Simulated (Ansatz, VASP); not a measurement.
## One calculation of AlN, two programs

Contents of INCAR:

```
SYSTEM = AlN
PREC = Accurate
ENCUT = 520
EDIFF = 1E-6
ISMEAR = 0
SIGMA = 0.05
LREAL = .FALSE.
LASPH = .TRUE.
NELM = 80
ALGO = Normal
ISIF = 2
LWAVE = .FALSE.
LCHARG = .TRUE.
GGA = PE
LELF = .TRUE.
LVHAR = .TRUE.
NBANDS = 26
```

The input KPOINTS:

```
Automatic mesh
0
G
  6 6 6
  0 0 0
```

POSCAR

```
AlN
1.0
    4.4025164325      0.0000000000      0.0000000000
    0.0000000000     -4.4025164325      0.0000000000
    0.0000000000      0.0000000000     -4.4025164325
Al N
4 4
Direct
   -0.0202373928     -0.0572399908     -0.0202373928
    0.5000000000      0.5000000000      0.0000000000
    0.5000000000      0.0000000000      0.5000000000
    0.0000000000      0.5000000000      0.5000000000
    0.7500000000      0.7500000000      0.7500000000
    0.2500000000      0.2500000000      0.7500000000
    0.2500000000      0.7500000000      0.2500000000
    0.7500000000      0.2500000000      0.2500000000
```

Input for Ansatz:

```yaml
crystal:
  lattice:
    - [4.4025164325, 0.0, 0.0]
    - [0.0, -4.4025164325, 0.0]
    - [0.0, 0.0, -4.4025164325]
  atoms:
    - { symbol: Al, position: [-0.0202373928, -0.0572399908, -0.0202373928] }
    - { symbol: Al, position: [0.5, 0.5, 0.0] }
    - { symbol: Al, position: [0.5, 0.0, 0.5] }
    - { symbol: Al, position: [0.0, 0.5, 0.5] }
    - { symbol: "N", position: [0.75, 0.75, 0.75] }
    - { symbol: "N", position: [0.25, 0.25, 0.75] }
    - { symbol: "N", position: [0.25, 0.75, 0.25] }
    - { symbol: "N", position: [0.75, 0.25, 0.25] }
basis:
  ecutwfc: 420
kpoints:
  mp_grid: { grid: [6, 6, 6] }
hamiltonian:
  xc: pbe
  pseudopotentials: { kind: paw, azcp: { folder: soft_1 } }
scf:
  occupations: { method: gaussian, width: 0.05 }
output:
  forces: true
  stress: true
  eigenvalues: true
```

Alike in both runs: task single point; functional PBE; k mesh 6 × 6 × 6; occupations gaussian, width 0.05 eV; no spin polarisation.

|  | VASP | Ansatz |
| --- | --- | --- |
| version | VASP 6.6.1 | Ansatz 0.2.0 |
| potentials or method | VASP PAW PBE potentials, release 64 (Al, N), cutoff 520 eV | scalar-relativistic, plane waves, PAW |
| valence electrons in the cell | 32 | 32 |

Ansatz gave:

```
gap on the k mesh at the Fermi level (eV)                     : 2.41
least direct gap on the mesh (eV)                             : 2.41
pressure (GPa)                                                : 3.1
traceless stress, the component that is largest in VASP (GPa) : -5.38
rms of the force components (eV/Å)                            : 1.821
```

**Question.** Which values does VASP return?

**Answer.** gap on the k mesh at the Fermi level (eV): 2.40; least direct gap on the mesh (eV): 2.40; pressure (GPa): 3.0; traceless stress, the component that is largest in VASP (GPa): -5.41; rms of the force components (eV/Å): 1.824.

Atom by atom the forces differ by 0.005 eV/Å (rms over components).
